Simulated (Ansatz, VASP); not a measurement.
This is a calculation of AlN for VASP 6.6.1.

The input INCAR:

```
SYSTEM = AlN
PREC     = Accurate       ! precision mode
ENCUT    = 520            ! plane-wave cutoff, eV
EDIFF    = 1E-6           ! SCF threshold, eV
ISMEAR   = 0              ! smearing method
SIGMA    = 0.027000000000000003 ! smearing width, eV
LREAL    = .FALSE.        ! projectors in reciprocal space
LASPH    = .TRUE.         ! aspherical terms in the spheres
NELM     = 100            ! most SCF steps
ALGO     = Normal         ! electronic algorithm
ISIF     = 2              ! what is computed and relaxed
LWAVE    = .FALSE.        ! write WAVECAR
LCHARG   = .TRUE.         ! write CHGCAR
GGA      = PE             ! functional
LELF     = .TRUE.         ! ELF
LVHAR    = .TRUE.       
NBANDS   = 11             ! bands
```

The input KPOINTS:

```
regular mesh
0
G
  10 10 10
  0 0 0
```

POSCAR

```
AlN
1.0
    0.0000000000      2.1839935596      2.1839935596
    2.1839935596      0.0000000000      2.1839935596
    2.1839935596      2.1839935596      0.0000000000
Al N
1 1
Direct
    0.0000000000      0.0000000000      0.0000000000
    0.2500000000      0.2500000000      0.2500000000
```

Potentials or basis: VASP PAW PBE potentials, release 64 (Al, N).

Run with:

```bash
$ cat potpaw_PBE.64/Al/POTCAR potpaw_PBE.64/N/POTCAR > POTCAR
$ mpirun -np 1 vasp_std > vasp.out
```

Question: Set up the same calculation for Ansatz 0.2.0. Potentials there: Ansatz PAW.

Answer: As run (the cutoff follows the program's own potentials):

The input input.yaml:

```yaml
crystal:
  lattice:
    - [0.0, 2.1839935596, 2.1839935596]
    - [2.1839935596, 0.0, 2.1839935596]
    - [2.1839935596, 2.1839935596, 0.0]
  atoms:
    - { symbol: Al, position: [0.0, 0.0, 0.0] }
    - { symbol: "N", position: [0.25, 0.25, 0.25] }
hamiltonian:
  xc: pbe
  pseudopotentials: { kind: paw }
kpoints:
  mp_grid: { grid: [10, 10, 10] }
scf:
  occupations: { method: gaussian, width: 0.027 }
output:
  forces: true
  stress: true
  eigenvalues: true
```

Potentials or basis: Ansatz PAW.

Command:

```sh
$ ansatz run input.yaml --threads 2 --pin off --max-ram 5632MiB --backend cpu --events-out ev --progress --plain --runs-dir out
```

Both were run:

|  | VASP | Ansatz | Ansatz less VASP |
| --- | --- | --- | --- |
| gap on the k mesh at the Fermi level (eV) | 3.32 | 3.33 | +0.008 |
| least direct gap on the mesh (eV) | 4.20 | 4.19 | -0.010 |
| pressure (GPa) | 4.6 | 4.9 | +0.28 |
